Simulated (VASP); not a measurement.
# W8AuC8 in VASP: single point with PBEsol

Aim: the single point of W8AuC8 with PBEsol.

Program: VASP 6.6.1. These are calculated values, not measurements. Logs are shortened: lines on timing, memory, paths and dates and some standing lists are left out, and cuts for length are marked.

## 1. The cell of the first run

The cell holds a slab with vacuum, 17 atoms: a = 5.710 Å, b = 5.710 Å, c = 15.205 Å, α = 90.00°, β = 90.00°, γ = 120.00°.

## 2. Single point, PBEsol

INCAR reads:

```
ALGO     = Normal         # electronic algorithm
EDIFF    = 1E-6           # SCF threshold, eV
ENCUT    = 520            # plane-wave cutoff, eV
GGA      = PS             # functional
GGA_COMPAT= F            
ISIF     = 2              # what is computed and relaxed
ISMEAR   = 0              # smearing method
LASPH    = T              # aspherical terms in the spheres
LCHARG   = F              # write CHGCAR
LREAL    = F              # projectors in reciprocal space
LWAVE    = F              # write WAVECAR
NBANDS   = 92             # bands
NELM     = 120            # most SCF steps
NELMDL   = -8           
PREC     = Accurate       # precision mode
SIGMA    = 0.1            # smearing width, eV
```

KPOINTS reads:

```
k-points
0
Gamma
  5 5 1
```

POSCAR reads:

```
W8AuC8
1.0
    5.7102600000      0.0000000000      0.0000000000
   -2.8551300000      4.9452300000      0.0000000000
    0.0000000000      0.0000000000     15.2045300000
W C Au
8 8 1
Direct
    0.0000000000      0.0000000000      0.0657698725
    0.0022268844      0.0010616291      0.2529744096
    0.0000000000      0.5000000000      0.0657698725
    0.0028015903      0.4999642079      0.2567384852
    0.5000000000      0.0000000000      0.0657698725
    0.5030650256      0.0006812625      0.2532350556
    0.5000000000      0.5000000000      0.0657698725
    0.5014727606      0.4985800458      0.2494815032
    0.3332109983      0.1650521816      0.1514405904
    0.3384059816      0.1721400218      0.3255937540
    0.3330674184      0.6660563816      0.1534559108
    0.3454844776      0.6706539433      0.3340256489
    0.8347381188      0.1678854169      0.1533144398
    0.8351941361      0.1655625724      0.3299218720
    0.8349958805      0.6661204838      0.1534075700
    0.8329340567      0.6701018962      0.3335011342
    0.6086908580      0.6970603996      0.4338894395
```

Potentials or basis: VASP PAW PBE potentials, release 64 (W_sv, C, Au).

Run with:

```sh
$ cat potpaw_PBE.64/W_sv/POTCAR potpaw_PBE.64/C/POTCAR potpaw_PBE.64/Au/POTCAR > POTCAR
$ mpirun -np 1 vasp_std > vasp.out
```

OUTCAR:

```text
EDIFF = 1E-6
   ENCUT = 520
   GGA = PS
   ISIF = 2
   ISMEAR = 0
   LASPH = T
   LREAL = F
   NELM = 120
   NELMDL = -8
   PREC = Accurate

 ion  position               nearest neighbor table
   1  0.000  0.000  0.066-   9 2.10  13 2.12  15 2.12   2 2.85   7 2.86   3 2.86   3 2.86   7 2.86
                             5 2.86   5 2.86
   2  0.002  0.001  0.253-  10 2.00  14 2.01  16 2.04  13 2.24  15 2.24   9 2.25   1 2.85   8 2.85
                             4 2.85   6 2.85   6 2.86   4 2.86   8 2.86  17 3.42
   3  0.000  0.500  0.066-  15 2.11  13 2.11  11 2.12   5 2.86   1 2.86   1 2.86   5 2.86   7 2.86
                             7 2.86   4 2.90
   4  0.003  0.500  0.257-  14 1.99  16 2.05  12 2.06  11 2.27  13 2.27  15 2.28   2 2.85   6 2.85
                             8 2.85   6 2.86   8 2.86   2 2.86   3 2.90
   5  0.500  0.000  0.066-   9 2.10  11 2.12  13 2.12   6 2.85   7 2.86   3 2.86   7 2.86   3 2.86
                             1 2.86   1 2.86
   6  0.503  0.001  0.253-  10 1.99  14 2.01  12 2.04  13 2.24  11 2.25   9 2.26   8 2.85   2 2.85
                             5 2.85   4 2.85   4 2.86   2 2.86   8 2.86  17 3.46
   7  0.500  0.500  0.066-   9 2.11  11 2.12  15 2.13   8 2.79   1 2.86   5 2.86   5 2.86   1 2.86
                             3 2.86   3 2.86
   8  0.501  0.499  0.249-  10 1.99  12 2.07  16 2.08  15 2.20  11 2.21   9 2.22   7 2.79   2 2.85
                             6 2.85   4 2.85   4 2.86   6 2.86   2 2.86  17 2.97
   9  0.333  0.165  0.151-   5 2.10   1 2.10   7 2.11   8 2.22   2 2.25   6 2.26
  10  0.338  0.172  0.326-   8 1.99   6 1.99   2 2.00
  11  0.333  0.666  0.153-   7 2.12   3 2.12   5 2.12   8 2.21   6 2.25   4 2.27
  12  0.345  0.671  0.334-   6 2.04   4 2.06   8 2.07  17 2.09
  13  0.835  0.168  0.153-   3 2.11   1 2.12   5 2.12   6 2.24   2 2.24   4 2.27
  14  0.835  0.166  0.330-   4 1.99   2 2.01   6 2.01  17 2.81
  15  0.835  0.666  0.153-   3 2.11   1 2.12   7 2.13   8 2.20   2 2.24   4 2.28
  16  0.833  0.670  0.334-   2 2.04   4 2.05  17 2.05   8 2.08
  17  0.609  0.697  0.434-  16 2.05  12 2.09  14 2.81   8 2.97   2 3.42   6 3.46

  LATTYP: Found a hexagonal cell.
 ALAT       =     5.7102600000
 C/A-ratio  =     2.6626686000

  Lattice vectors:

 A1 = (   5.7102600000,   0.0000000000,   0.0000000000)
 A2 = (  -2.8551300000,   4.9452300000,   0.0000000000)
 A3 = (   0.0000000000,   0.0000000000,  15.2045300000)

Analysis of symmetry for initial positions (statically):
=====================================================================
 Subroutine PRICEL returns:
 Original cell was already a primitive cell.

 Routine SETGRP: Setting up the symmetry group for a
 hexagonal supercell.

 Subroutine GETGRP returns: Found  1 space group operations
 (whereof  1 operations were pure point group operations)
 out of a pool of 24 trial point group operations.

The static configuration has the point symmetry C_1 .

Analysis of symmetry for dynamics (positions and initial velocities):
=====================================================================
 Subroutine PRICEL returns:
 Original cell was already a primitive cell.

 Routine SETGRP: Setting up the symmetry group for a
 hexagonal supercell.

 Subroutine GETGRP returns: Found  1 space group operations
 (whereof  1 operations were pure point group operations)
 out of a pool of 24 trial point group operations.

The dynamic configuration has the point symmetry C_1 .

 Subroutine INISYM returns: Found  1 space group operations
 (whereof  1 operations are pure point group operations),
 and found     1 'primitive' translations

----------------------------------------------------------------------------------------

                                     Primitive cell

  volume of cell :     429.3539

  direct lattice vectors                    reciprocal lattice vectors
     5.710260000  0.000000000  0.000000000     0.175123374  0.101107532  0.000000000
    -2.855130000  4.945230000  0.000000000     0.000000000  0.202215064  0.000000000
     0.000000000  0.000000000 15.204530000     0.000000000  0.000000000  0.065769873

  length of vectors
     5.710260000  5.710259808 15.204530000     0.202215057  0.202215064  0.065769873

  position of ions in fractional coordinates (direct lattice)
     0.000000000  0.000000000  0.065769872
     0.002226884  0.001061629  0.252974410
     0.000000000  0.500000000  0.065769872
     0.002801590  0.499964208  0.256738485
[... 43 lines left out ...]

  Cartesian coordinates                     Fractional coordinates (reciprocal lattice)
     0.035024675  0.020221506  0.000000000     0.200000000  0.000000000  0.000000000
     0.000000000  0.040443013  0.000000000     0.000000000  0.200000000  0.000000000
     0.000000000  0.000000000  0.065769873     0.000000000  0.000000000  1.000000000

  Length of vectors
     0.040443011  0.040443013  0.065769873

  Shift w.r.t. Gamma in fractional coordinates (k-lattice)
     0.000000000  0.000000000  0.000000000

 Subroutine IBZKPT returns following result:
 ===========================================

 Found     13 irreducible k-points:

 Following reciprocal coordinates:
            Coordinates               Weight
  0.000000  0.000000  0.000000      1.000000
  0.200000  0.000000  0.000000      2.000000
  0.000000  0.200000  0.000000      2.000000
 -0.200000  0.200000  0.000000      2.000000
  0.400000  0.000000  0.000000      2.000000
  0.000000  0.400000  0.000000      2.000000
 -0.400000  0.400000  0.000000      2.000000
  0.200000  0.200000  0.000000      2.000000
 -0.200000  0.400000  0.000000      2.000000
 -0.400000  0.200000  0.000000      2.000000
  0.400000  0.200000  0.000000      2.000000
 -0.200000 -0.400000  0.000000      2.000000
  0.400000  0.400000  0.000000      2.000000
   k-points           NKPTS =     13   k-points in BZ     NKDIM =     13   number of bands    NBANDS=     92
   number of dos      NEDOS =    301   number of ions     NIONS =     17
   total plane-waves  NPLWV = 211680
   dimension x,y,z NGX =    42 NGY =   42 NGZ =  120
   dimension x,y,z NGXF=    84 NGYF=   84 NGZF=  240
   ions per type =               8   8   1
   NGX,Y,Z   is equivalent  to a cutoff of  12.23, 12.23, 13.12 a.u.
   NGXF,Y,Z  is equivalent  to a cutoff of  24.46, 24.46, 26.24 a.u.
 SYSTEM =  unknown system
   PREC   = accura    normal or accurate (medium, high low for compatibility)
   ISTART =      0    job   : 0-new  1-cont  2-samecut
   ICHARG =      2    charge: 1-file 2-atom 10-const
   ISPIN  =      1    spin polarized calculation?
   LNONCOLLINEAR =      F non collinear calculations
   LSORBIT =      F    spin-orbit coupling
   LASPH  =      T    aspherical Exc in radial PAW
   ENCUT  =  520.0 eV  38.22 Ry    6.18 a.u.  10.62 10.62 28.27*2*pi/ulx,y,z
   NELM   =    120;   NELMIN=  2; NELMDL= -8     # of ELM steps
   EDIFF  = 0.1E-05   stopping-criterion for ELM
   LREAL  =      F    real-space projection
   EDIFFG = 0.1E-04   stopping-criterion for IOM
   NSW    =      0    number of steps for IOM
   IBRION =     -1    ionic relax: 0-MD 1-quasi-New 2-CG
   NFREE  =      0    steps in history (QN), initial steepest desc. (CG)
   ISIF   =      2    stress and relaxation
   ISYM   =      2    0-nonsym 1-usesym 2-fastsym
   POTIM  = 0.5000    time-step for ionic-motion
   TEBEG  =    0.0;   TEEND  =   0.0 temperature during run
   PSTRESS=    0.0 pullay stress
   NELECT =     155.0000    total number of electrons
   NUPDOWN=      -1.0000    fix difference up-down
   EMIN   =  10.00;   EMAX   =-10.00  energy-range for DOS
   EFERMI =   0.00;   METHOD = LEGACY
   ISMEAR =     0;   SIGMA  =   0.10  broadening in eV -4-tet -1-fermi 0-gaus
   EFERMI_NEDOS =   21; number of points for ismear=-14 and -15
   IALGO  =     38    algorithm
   IMIX   =      4    mixing-type and parameters
     AMIX     =   0.40;   BMIX     =  1.00
     AMIX_MAG =   1.60;   BMIX_MAG =  1.00
  volume/ion in A,a.u.               =      25.26       170.44
  Fermi-wavevector in a.u.,A,eV,Ry     =   1.165682  2.202820 18.487809  1.358816
  Thomas-Fermi vector in A             =   2.302205
   LORBIT       =      0    0 simple, 1 ext, 2 COOP (PROOUT), +10 PAW based schemes
   GGA     = PS    functional components
   LHFCALC =     F    Hartree Fock is set to
   AEXX    =    0.0000 exact exchange contribution
   IVDW    =     0    specifies the selected vdW correction
   LEPSILON=     F    determine dielectric tensor
   LRPA    =     F    only Hartree local field effects (RPA)
 non-spin polarized calculation
 Gauss-broadening in eV      SIGMA  =   0.10
  energy-cutoff  :      520.00
  volume of cell :      429.35
 maximum number of plane-waves:     11613
   NGX = 21   NGY = 21   NGZ = 57

 number of electron     155.0000009 magnetization

 Free energy of the ion-electron system (eV)
  ---------------------------------------------------
  ext. energy  EPLUGINS =         0.00000000
  ---------------------------------------------------
  free energy    TOTEN  =      -175.43431110 eV

  energy without entropy =     -175.39158129  energy(sigma->0) =     -175.41294620

 E-fermi :   1.8251     XC(G=0):  -7.2225

 val. band max:        1.7491017262   @ k =   0.2000   0.2000   0.0000
 cond. band min:       1.8430067420   @ k =   0.0000   0.2000   0.0000
 fundamental gap:      0.0939050158
 Fermi energy:         1.8250712249

 k-point     1 :       0.0000    0.0000    0.0000
  band No.  band energies     occupation
      1     -72.0615      2.00000
      2     -72.0447      2.00000
      3     -71.9927      2.00000
      4     -71.9821      2.00000
      5     -71.9807      2.00000
      6     -71.9659      2.00000
[... 1185 lines left out ...]
     88       4.0409      0.00000
     89       4.0936      0.00000
 [bands above 89 left out]

------------------------ aborting loop because EDIFF is reached ----------------------------------------

  FORCE on cell =-STRESS in cart. coord.  units (eV):
  Direction    XX          YY          ZZ          XY          YZ          ZX
  --------------------------------------------------------------------------------------
  -------------------------------------------------------------------------------------
  Total       12.2655086     14.6880278      1.0955530     -0.2120593     -0.0773247     -1.0737852
  in kB       45.7699847     54.8098595      4.0881666     -0.7913209     -0.2885448     -4.0069380
  external PRESSURE =      34.8893369 kB  Pullay stress =       0.0000000 kB

 VOLUME and BASIS-vectors are now :
 -----------------------------------------------------------------------------
  energy-cutoff  :      520.00
  volume of cell :      429.35
      direct lattice vectors                 reciprocal lattice vectors
     5.710260000  0.000000000  0.000000000     0.175123374  0.101107532  0.000000000
    -2.855130000  4.945230000  0.000000000     0.000000000  0.202215064  0.000000000
     0.000000000  0.000000000 15.204530000     0.000000000  0.000000000  0.065769873

 POSITION                                       TOTAL-FORCE (eV/Angst)
 -----------------------------------------------------------------------------------
      0.00000      0.00000      1.00000        -0.015617     -0.073781     -0.156966
      0.00968      0.00525      3.84636        -0.012296     -0.007610     -0.032108
     -1.42756      2.47261      1.00000         0.062507      0.058730      0.374589
     -1.41146      2.47244      3.90359        -0.005539      0.040352      0.000143
      2.85513      0.00000      1.00000         0.115209     -0.070302     -0.117775
      2.87069      0.00337      3.85032        -0.006469     -0.003125     -0.032432
[... 9 lines left out ...]
      2.84304      3.31381      5.07073         0.021917     -0.012161      0.054172
      1.48559      3.44712      6.59708        -0.164442      0.009504      0.026920
 -----------------------------------------------------------------------------------
    total drift:                               -0.000157     -0.000089     -0.000365

  FREE ENERGIE OF THE ION-ELECTRON SYSTEM (eV)
  ---------------------------------------------------
  free  energy   TOTEN  =      -175.4343111035 eV

  energy  without entropy=     -175.3915812931  energy(sigma->0) =     -175.41294620
```

It took 20 min on 1 thread of AMD EPYC 7R13 (Zen 3), shared host; peak memory 0.71 GiB.

What came out:

| Quantity | Value |
| --- | --- |
| Free energy | -175.4343 eV |
| Largest force | 0.384 eV/Å |
| Band gap on the k mesh | zero (an odd number of electrons rules out a gap without spin polarisation) |

Forces in eV/Å, atoms in the order of the input:
```
W   -0.016 -0.074 -0.157
W   -0.012 -0.008 -0.032
W    0.063  0.059  0.375
W   -0.006  0.040  0.000
W    0.115 -0.070 -0.118
W   -0.006 -0.003 -0.032
W    0.056  0.075 -0.353
W   -0.003  0.038 -0.034
C   -0.004  0.007  0.003
C    0.004 -0.032  0.115
C   -0.003  0.005 -0.008
C   -0.037 -0.014  0.067
C   -0.001  0.002 -0.014
C   -0.003 -0.029  0.112
C   -0.003  0.006 -0.005
C    0.022 -0.012  0.054
Au  -0.164  0.010  0.027
```

Levels at points of the mesh, in eV from the Fermi level:
| k point | band 76 | band 77 | band 78 | band 79 | band 80 | band 81 |
| --- | --- | --- | --- | --- | --- | --- |
| (0.00, 0.00, 0.00) | 0.23 | 0.46 | 0.47 | 0.49 | 0.98 | 1.09 |

Caveat: the PAW data sets were made with another functional, which shifts forces and pressure a little; spin-orbit coupling is left out, which moves the levels of the heavy elements.
